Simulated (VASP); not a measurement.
# Ta16N15 (a cell with a defect) in VASP: single point with PBE

Aim: the single point of Ta16N15 (a cell with a defect) with PBE.

All numbers are computed with VASP 6.6.1; they aren't measurements. Logs are shortened: lines on timing, memory, paths and dates and some standing lists are left out, and cuts for length are marked.

### 1 The cell of the first run

The cell holds a defect, 31 atoms: a = 7.651 Å, b = 7.651 Å, c = 7.651 Å, α = 109.47°, β = 109.47°, γ = 109.47°.

### 2 Single point, PBE (atoms taken out, then relaxed in part)

INCAR reads:

```
ALGO = Fast ; EDIFF = 1E-6
ENCUT = 520 ; GGA = PE
ISIF = 2 ; ISMEAR = 0
LASPH = True ; LCHARG = False
LREAL = Auto ; LWAVE = False
NBANDS = 146 ; NELM = 60
PREC = Accurate ; SIGMA = 0.1
```

KPOINTS reads:

```
Automatic mesh
0
Gamma
  4 4 4
  0.5 0.5 0.5
```

POSCAR reads:

```
Ta16N15
1.0
   -4.4172695543     -4.4172695543      4.4172695543
    4.4172695543     -4.4172695543     -4.4172695543
    4.4172695543      4.4172695543      4.4172695543
Ta N
16 15
Direct
    0.2500000000      0.7683568149      0.5183568149
    0.0183568149      0.7683568149      0.7500000000
    0.5000000000      0.5000000000      0.5000000000
    0.2500000000      0.5000000000      0.7500000000
    0.0000000000      0.5000000000      0.0000000000
    0.7500000000      0.7500000000      0.0000000000
    0.5000000000      0.7500000000      0.2500000000
    0.0183568149      0.0000000000      0.5183568149
    0.7500000000      0.2500000000      0.5000000000
    0.4816431851      0.2316431851      0.7500000000
    0.2500000000      0.2316431851     -0.0183568149
    0.0000000000      0.2500000000      0.2500000000
    0.7500000000      0.5000000000      0.2500000000
    0.7500000000      0.0000000000      0.7500000000
    0.4816431851      0.0000000000     -0.0183568149
    0.2500000000      0.0000000000      0.2500000000
    0.0007369157      0.0000000000     -0.0007369157
    0.4992630843      0.7507369157      0.7500000000
    0.2500000000      0.7507369157     -0.0007369157
    0.0007369157      0.7507369157      0.2514738314
    0.7500000000      0.0000000000      0.2500000000
    0.4992630843      0.0000000000      0.5007369157
    0.0007369157      0.2492630843      0.7500000000
    0.7500000000      0.5000000000      0.7500000000
    0.4992630843      0.4985261686     -0.0007369157
    0.2500000000      0.5000000000      0.2500000000
    0.0007369157      0.5014738314      0.5007369157
    0.7514738314      0.7507369157      0.5007369157
    0.7485261686      0.2492630843     -0.0007369157
    0.4992630843      0.2492630843      0.2485261686
    0.2500000000      0.2492630843      0.5007369157
```

Potentials or basis: VASP PAW PBE potentials, release 64 (Ta_pv, N).

Run with:

```sh
> cat potpaw_PBE.64/Ta_pv/POTCAR potpaw_PBE.64/N/POTCAR > POTCAR
> mpirun -np 1 vasp_std > vasp.out
```

OUTCAR:

```text
EDIFF = 1E-6
   ENCUT = 520
   GGA = PE
   ISIF = 2
   ISMEAR = 0
   LASPH = True
   LREAL = Auto
   NELM = 60
   PREC = Accurate

 ion  position               nearest neighbor table
   1  0.250  0.768  0.518-  18 2.21  22 2.21  20 2.21  27 2.21  26 2.37   8 2.89  10 2.89  15 2.89
                             2 2.89  16 3.13  14 3.13   4 3.13  13 3.13  12 3.24   7 3.24   3 3.24
   2  0.018  0.768  0.750-  17 2.21  19 2.21  27 2.21  28 2.21  24 2.37   8 2.89  11 2.89  15 2.89
                             1 2.89  16 3.13  14 3.13   4 3.13  13 3.13   6 3.24   5 3.24   9 3.24
   3  0.500  0.500  0.500-  24 2.21  26 2.21  28 2.22  30 2.22  18 2.22  31 2.22   6 3.12   7 3.12
                             9 3.12  13 3.12   4 3.12  14 3.12  16 3.12  12 3.12  10 3.24  11 3.24
   4  0.250  0.500  0.750-  25 2.21  27 2.21  23 2.21  18 2.21  19 2.21  31 2.21   3 3.12   5 3.12
                             7 3.12  12 3.12   6 3.12   9 3.12  11 3.13  15 3.13   1 3.13   2 3.13
   5  0.000  0.500  0.000-  24 2.21  26 2.21  20 2.22  29 2.22  23 2.22  19 2.22  12 3.12  13 3.12
                             4 3.12   6 3.12   9 3.12  16 3.12   7 3.12  14 3.12   2 3.24  11 3.24
   6  0.750  0.750  0.000-  21 2.21  24 2.21  20 2.22  25 2.22  17 2.22  18 2.22  13 3.12  14 3.12
                             5 3.12   7 3.12   3 3.12  16 3.12  12 3.12   4 3.12   2 3.24  15 3.24
   7  0.500  0.750  0.250-  21 2.21  26 2.21  25 2.22  28 2.22  22 2.22  19 2.22   6 3.12  13 3.12
                            14 3.12  16 3.12   3 3.12   4 3.12   9 3.12   5 3.12   1 3.24   8 3.24
   8  0.018  0.000  0.518-  23 2.21  31 2.21  20 2.21  28 2.21  21 2.37   2 2.89  10 2.89  11 2.89
                             1 2.89  16 3.13   4 3.13  14 3.13  13 3.13  12 3.24   7 3.24   9 3.24
   9  0.750  0.250  0.500-  21 2.21  24 2.21  27 2.22  30 2.22  23 2.22  22 2.22   5 3.12  12 3.12
[... 16 lines left out ...]
  18  0.499  0.751  0.750-   1 2.21  15 2.21  14 2.21   4 2.21   3 2.22   6 2.22
  19  0.250  0.751  0.999-   2 2.21  15 2.21   4 2.21  16 2.21   5 2.22   7 2.22
  20  0.001  0.751  0.251-   1 2.21   8 2.21  16 2.21  13 2.21   6 2.22   5 2.22
  21  0.750  0.000  0.250-   6 2.21   7 2.21   9 2.21  12 2.21   8 2.37  15 2.37
  22  0.499  0.000  0.501-   1 2.21  10 2.21  14 2.21  16 2.21   9 2.22   7 2.22
  23  0.001  0.249  0.750-   8 2.21  11 2.21   4 2.21  14 2.21   5 2.22   9 2.22
  24  0.750  0.500  0.750-   3 2.21   5 2.21   6 2.21   9 2.21   2 2.37  10 2.37
  25  0.499  0.499  0.999-  10 2.21  11 2.21   4 2.21  13 2.21   7 2.22   6 2.22
  26  0.250  0.500  0.250-   3 2.21   5 2.21   7 2.21  12 2.21  11 2.37   1 2.37
  27  0.001  0.501  0.501-   2 2.21   1 2.21   4 2.21  13 2.21  12 2.22   9 2.22
  28  0.751  0.751  0.501-   2 2.21   8 2.21  14 2.21  13 2.21   7 2.22   3 2.22
  29  0.749  0.249  0.999-  10 2.21  15 2.21  14 2.21  13 2.21  12 2.22   5 2.22
  30  0.499  0.249  0.249-  11 2.21  15 2.21  16 2.21  13 2.21   3 2.22   9 2.22
  31  0.250  0.249  0.501-   8 2.21  10 2.21   4 2.21  16 2.21  12 2.22   3 2.22

  LATTYP: Found a body centered cubic cell.
 ALAT       =     8.8345391086

  Lattice vectors:

 A1 = (  -4.4172695543,  -4.4172695543,   4.4172695543)
 A2 = (   4.4172695543,  -4.4172695543,  -4.4172695543)
 A3 = (   4.4172695543,   4.4172695543,   4.4172695543)

Analysis of symmetry for initial positions (statically):
=====================================================================
 Subroutine PRICEL returns:
 Original cell was already a primitive cell.

 Routine SETGRP: Setting up the symmetry group for a
 body centered cubic supercell.

 Subroutine GETGRP returns: Found 48 space group operations
 (whereof  4 operations were pure point group operations)
 out of a pool of 48 trial point group operations.

The static configuration has the point symmetry C_2v.
 The point group associated with its full space group is O_h .

Analysis of symmetry for dynamics (positions and initial velocities):
=====================================================================
 Subroutine PRICEL returns:
 Original cell was already a primitive cell.

 Routine SETGRP: Setting up the symmetry group for a
 body centered cubic supercell.

 Subroutine GETGRP returns: Found 48 space group operations
 (whereof  4 operations were pure point group operations)
 out of a pool of 48 trial point group operations.

The dynamic configuration has the point symmetry C_2v.
 The point group associated with its full space group is O_h .

 Subroutine INISYM returns: Found 48 space group operations
 (whereof  4 operations are pure point group operations),
 and found     1 'primitive' translations

----------------------------------------------------------------------------------------

                                     Primitive cell

  volume of cell :     344.7638

  direct lattice vectors                    reciprocal lattice vectors
    -4.417269554 -4.417269554  4.417269554     0.000000000 -0.113192096  0.113192096
     4.417269554 -4.417269554 -4.417269554     0.113192096 -0.113192096  0.000000000
     4.417269554  4.417269554  4.417269554     0.113192096  0.000000000  0.113192096

  length of vectors
     7.650935299  7.650935299  7.650935299     0.160077797  0.160077797  0.160077797

  position of ions in fractional coordinates (direct lattice)
     0.250000000  0.768356815  0.518356815
     0.018356815  0.768356815  0.750000000
     0.500000000  0.500000000  0.500000000
     0.250000000  0.500000000  0.750000000
     0.000000000  0.500000000  0.000000000
     0.750000000  0.750000000  0.000000000
[... 23 lines left out ...]
     0.499263084  0.249263084  0.248526169
     0.250000000  0.249263084  0.500736916

  ion indices of the primitive-cell ions
   primitive index   ion index
                 1           1
                 2           2
                 3           3
                 4           4
                 5           5
                 6           6
[... 23 lines left out ...]
                30          30
                31          31

----------------------------------------------------------------------------------------

 KPOINTS: Automatic mesh

Automatic generation of k-mesh.
 Grid dimensions read from file:
 generate k-points for:    4    4    4

 Generating k-lattice:

  Cartesian coordinates                     Fractional coordinates (reciprocal lattice)
     0.000000000 -0.028298024  0.028298024     0.250000000  0.000000000  0.000000000
     0.028298024 -0.028298024  0.000000000     0.000000000  0.250000000  0.000000000
     0.028298024  0.000000000  0.028298024     0.000000000  0.000000000  0.250000000

  Length of vectors
     0.040019449  0.040019449  0.040019449

  Shift w.r.t. Gamma in fractional coordinates (k-lattice)
     0.500000000  0.500000000  0.500000000

 Subroutine IBZKPT returns following result:
 ===========================================

 Found      6 irreducible k-points:

 Following reciprocal coordinates:
            Coordinates               Weight
  0.125000  0.125000  0.125000      8.000000
  0.375000  0.125000  0.125000     12.000000
 -0.125000  0.125000  0.125000      6.000000
 -0.375000  0.375000  0.125000     24.000000
 -0.375000 -0.375000  0.125000      8.000000
 -0.375000  0.375000  0.375000      6.000000
   k-points           NKPTS =      6   k-points in BZ     NKDIM =      6   number of bands    NBANDS=    146
   number of dos      NEDOS =    301   number of ions     NIONS =     31
   total plane-waves  NPLWV = 216000
   dimension x,y,z NGX =    60 NGY =   60 NGZ =   60
   dimension x,y,z NGXF=   120 NGYF=  120 NGZF=  120
   ions per type =              16  15
   NGX,Y,Z   is equivalent  to a cutoff of  13.04, 13.04, 13.04 a.u.
   NGXF,Y,Z  is equivalent  to a cutoff of  26.07, 26.07, 26.07 a.u.
 SYSTEM =  unknown system
   PREC   = accura    normal or accurate (medium, high low for compatibility)
   ISTART =      0    job   : 0-new  1-cont  2-samecut
   ICHARG =      2    charge: 1-file 2-atom 10-const
   ISPIN  =      1    spin polarized calculation?
   LNONCOLLINEAR =      F non collinear calculations
   LSORBIT =      F    spin-orbit coupling
   LASPH  =      T    aspherical Exc in radial PAW
   ENCUT  =  520.0 eV  38.22 Ry    6.18 a.u.  14.23 14.23 14.23*2*pi/ulx,y,z
   NELM   =     60;   NELMIN=  2; NELMDL= -5     # of ELM steps
   EDIFF  = 0.1E-05   stopping-criterion for ELM
   LREAL  =      T    real-space projection
   EDIFFG = 0.1E-04   stopping-criterion for IOM
   NSW    =      0    number of steps for IOM
   IBRION =     -1    ionic relax: 0-MD 1-quasi-New 2-CG
   NFREE  =      0    steps in history (QN), initial steepest desc. (CG)
   ISIF   =      2    stress and relaxation
   ISYM   =      2    0-nonsym 1-usesym 2-fastsym
   POTIM  = 0.5000    time-step for ionic-motion
   TEBEG  =    0.0;   TEEND  =   0.0 temperature during run
   PSTRESS=    0.0 pullay stress
   NELECT =     251.0000    total number of electrons
   NUPDOWN=      -1.0000    fix difference up-down
   EMIN   =  10.00;   EMAX   =-10.00  energy-range for DOS
   EFERMI =   0.00;   METHOD = LEGACY
   ISMEAR =     0;   SIGMA  =   0.10  broadening in eV -4-tet -1-fermi 0-gaus
   EFERMI_NEDOS =   21; number of points for ismear=-14 and -15
   IALGO  =     68    algorithm
   IMIX   =      4    mixing-type and parameters
     AMIX     =   0.40;   BMIX     =  1.00
     AMIX_MAG =   1.60;   BMIX_MAG =  1.00
  volume/ion in A,a.u.               =      11.12        75.05
  Fermi-wavevector in a.u.,A,eV,Ry     =   1.472738  2.783071 29.510456  2.168957
  Thomas-Fermi vector in A             =   2.587716
   LORBIT       =      0    0 simple, 1 ext, 2 COOP (PROOUT), +10 PAW based schemes
   GGA     = PE    functional components
   LHFCALC =     F    Hartree Fock is set to
   AEXX    =    0.0000 exact exchange contribution
   IVDW    =     0    specifies the selected vdW correction
   LEPSILON=     F    determine dielectric tensor
   LRPA    =     F    only Hartree local field effects (RPA)
 non-spin polarized calculation
 RMM-DIIS sequential band-by-band and
 Gauss-broadening in eV      SIGMA  =   0.10
  energy-cutoff  :      520.00
  volume of cell :      344.76
 maximum number of plane-waves:      9294
 NGX is ok and might be reduce to    60
   NGX = 29   NGY = 29   NGZ = 29

 number of electron     250.9999968 magnetization

 Free energy of the ion-electron system (eV)
  ---------------------------------------------------
  ext. energy  EPLUGINS =         0.00000000
  ---------------------------------------------------
  free energy    TOTEN  =      -340.90089069 eV

  energy without entropy =     -340.83130487  energy(sigma->0) =     -340.86609778

 E-fermi :   8.9866     XC(G=0): -13.2607

 val. band max:        8.9694907484   @ k =   0.1250   0.1250   0.1250
 cond. band min:       8.9880932291   @ k =  -0.3750   0.3750   0.1250
 fundamental gap:      0.0186024807
 Fermi energy:         8.9865784037

 k-point     1 :       0.1250    0.1250    0.1250
  band No.  band energies     occupation
      1     -27.4355      2.00000
      2     -27.4355      2.00000
      3     -27.4100      2.00000
      4     -27.4100      2.00000
      5     -27.4019      2.00000
      6     -27.3679      2.00000
[... 829 lines left out ...]
    136      10.3976      0.00000
    137      10.4930      0.00000
 [bands above 137 left out]

------------------------ aborting loop because EDIFF is reached ----------------------------------------

  FORCE on cell =-STRESS in cart. coord.  units (eV):
  Direction    XX          YY          ZZ          XY          YZ          ZX
  --------------------------------------------------------------------------------------
  -------------------------------------------------------------------------------------
  Total       -2.4371689     -2.4371689     -2.4371689     -0.0000000     -0.0000000     -0.0000000
  in kB      -11.3259469    -11.3259469    -11.3259469     -0.0000000     -0.0000000     -0.0000000
  external PRESSURE =     -11.3259469 kB  Pullay stress =       0.0000000 kB

 VOLUME and BASIS-vectors are now :
 -----------------------------------------------------------------------------
  energy-cutoff  :      520.00
  volume of cell :      344.76
      direct lattice vectors                 reciprocal lattice vectors
    -4.417269554 -4.417269554  4.417269554     0.000000000 -0.113192096  0.113192096
     4.417269554 -4.417269554 -4.417269554     0.113192096 -0.113192096  0.000000000
     4.417269554  4.417269554  4.417269554     0.113192096  0.000000000  0.113192096

 POSITION                                       TOTAL-FORCE (eV/Angst)
 -----------------------------------------------------------------------------------
      4.57944     -2.20863      0.00000         0.028858      0.000000      0.000000
      6.62590     -0.16217      0.00000        -0.000000     -0.028858      0.000000
      2.20863     -2.20863      2.20863         0.000000      0.000000      0.000000
      4.41727      0.00000      2.20863        -0.000000      0.000000      0.000000
      2.20863     -2.20863     -2.20863         0.000000      0.000000      0.000000
      0.00000     -6.62590      0.00000        -0.000000      0.000000      0.000000
[... 23 lines left out ...]
     -0.00651     -2.20863      2.20212         0.011579      0.000000      0.011579
      2.20863      0.00651      2.21515         0.000000     -0.011579     -0.011579
 -----------------------------------------------------------------------------------
    total drift:                               -0.000000     -0.000000     -0.000000

  FREE ENERGIE OF THE ION-ELECTRON SYSTEM (eV)
  ---------------------------------------------------
  free  energy   TOTEN  =      -340.9008906947 eV

  energy  without entropy=     -340.8313048739  energy(sigma->0) =     -340.86609778
```

It took 37 min on 1 thread of Oxide Virtual Turin-like, shared host; peak memory 0.57 GiB.

What came out:

```
Free energy            : -340.9009 eV
Pressure               : -1.1 GPa
Largest force          : 0.029 eV/Å
Band gap on the k mesh : zero (an odd number of electrons rules out a gap without spin polarisation)
```

Forces on the atoms (eV/Å):
```
Ta   0.029  0.000  0.000
Ta   0.000 -0.029  0.000
Ta   0.000  0.000  0.000
Ta   0.000  0.000  0.000
Ta   0.000  0.000  0.000
Ta   0.000  0.000  0.000
Ta   0.000  0.000  0.000
Ta   0.000  0.000  0.029
Ta   0.000  0.000  0.000
Ta   0.000  0.029  0.000
Ta  -0.029  0.000  0.000
Ta   0.000  0.000  0.000
Ta   0.000  0.000  0.000
Ta   0.000  0.000  0.000
Ta   0.000  0.000 -0.029
Ta   0.000  0.000  0.000
N    0.012  0.012  0.000
N   -0.012  0.000  0.012
N    0.000  0.012  0.012
N   -0.012  0.000 -0.012
N    0.000  0.000  0.000
N   -0.012 -0.012  0.000
N    0.012  0.000 -0.012
N    0.000  0.000  0.000
N    0.012 -0.012  0.000
N    0.000  0.000  0.000
N   -0.012  0.012  0.000
N    0.000  0.012 -0.012
N    0.000 -0.012  0.012
N    0.012  0.000  0.012
N    0.000 -0.012 -0.012
```

Levels at points of the mesh, in eV from the Fermi level:
```tsv
k point	band 121	band 122	band 123	band 124	band 125	band 126	band 127	band 128
(0.12, 0.12, 0.12)	-0.80	-0.71	-0.59	-0.59	-0.12	-0.12	-0.02	0.16
```

Caveat: the cell differs from its parent crystal (atoms taken out, then relaxed in part); spin-orbit coupling is left out, which moves the levels of the heavy elements; an odd number of electrons without spin polarisation forces a metal; a magnetic or distorted state may lie lower.
